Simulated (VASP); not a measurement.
A run of VASP 6.6.1 is set up as follows.

Contents of INCAR:

```
ALGO     = Normal         # electronic algorithm
EDIFF    = 1E-6           # SCF threshold, eV
ENCUT    = 520            # plane-wave cutoff, eV
GGA      = PS             # functional
ISIF     = 2              # what is computed and relaxed
ISMEAR   = 1              # smearing method
LASPH    = True           # aspherical terms in the spheres
LCHARG   = False          # write CHGCAR
LREAL    = False          # projectors in reciprocal space
LWAVE    = False          # write WAVECAR
NBANDS   = 18             # bands
NELM     = 100            # most SCF steps
PREC     = Accurate       # precision mode
SIGMA    = 0.15           # smearing width, eV
```

The input KPOINTS:

```
k-points
0
Gamma
  13 13 7
```

Contents of POSCAR:

```
Cu
1.0
    2.5999469499      0.0000000000      0.0000000000
   -1.2999729620      2.2516197197      0.0000000000
    0.0000000000      0.0000000000      4.2194384934
Cu
2
Direct
    0.3333333333      0.6666666667      0.2500000000
    0.6666666667      0.3333333333      0.7500000000
```

Potentials or basis: VASP PAW PBE potentials, release 64 (Cu).

Command:

```sh
$ cat potpaw_PBE.64/Cu/POTCAR > POTCAR
$ mpirun -np 1 vasp_std > vasp.out
```

(1) What does it give for the band gap on the k mesh?

(2) Estimate the pressure.

Answers

(1) zero (band 11 reaches 9.76 eV, above the bottom of band 12 at 5.04 eV).

(2) -11.2 GPa.

Caveat: the PAW data sets were made with another functional, which shifts forces and pressure a little.
